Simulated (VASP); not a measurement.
Here is a VASP 6.6.1 calculation.

The input INCAR:

```
SYSTEM = VN2
PREC = Accurate
ENCUT = 520
EDIFF = 1E-6
ISMEAR = 0
SIGMA = 0.1
LREAL = .FALSE.
LASPH = .TRUE.
NELM = 80
ALGO = Normal
ISIF = 2
LWAVE = .FALSE.
LCHARG = .TRUE.
GGA = PE
LELF = .TRUE.
LVHAR = .TRUE.
NBANDS = 32
```

File KPOINTS:

```
regular mesh
0
G
  8 8 8
  0 0 0
```

The input POSCAR:

```
VN2
1.0
   -2.1507500000      2.1507500000      2.4913500000
    2.1507500000     -2.1507500000      2.4913500000
    2.1507500000      2.1507500000     -2.4913500000
V N
2 4
Direct
    0.2500000000      0.2500000000      0.0000000000
    0.7500000000      0.7500000000      0.0000000000
    0.1151000000      0.6151000000      0.7302000000
    0.6151000000      0.8849000000      0.5000000000
    0.8849000000      0.3849000000      0.2698000000
    0.3849000000      0.1151000000      0.5000000000
```

Potentials or basis: VASP PAW PBE potentials, release 64 (V_sv, N).

Run with:

```console
$ cat potpaw_PBE.64/V_sv/POTCAR potpaw_PBE.64/N/POTCAR > POTCAR
$ mpirun -np 1 vasp_std > vasp.out
```

(1) Estimate the pressure.

(2) Estimate the largest force.

(3) Estimate the band gap on the k mesh.

## Answers

(1) -0.3 GPa.

(2) 0.387 eV/Å.

(3) zero (band 23 reaches 11.62 eV, above the bottom of band 24 at 11.29 eV).

Caveat: the run has no spin polarisation, though such a crystal can be magnetic.
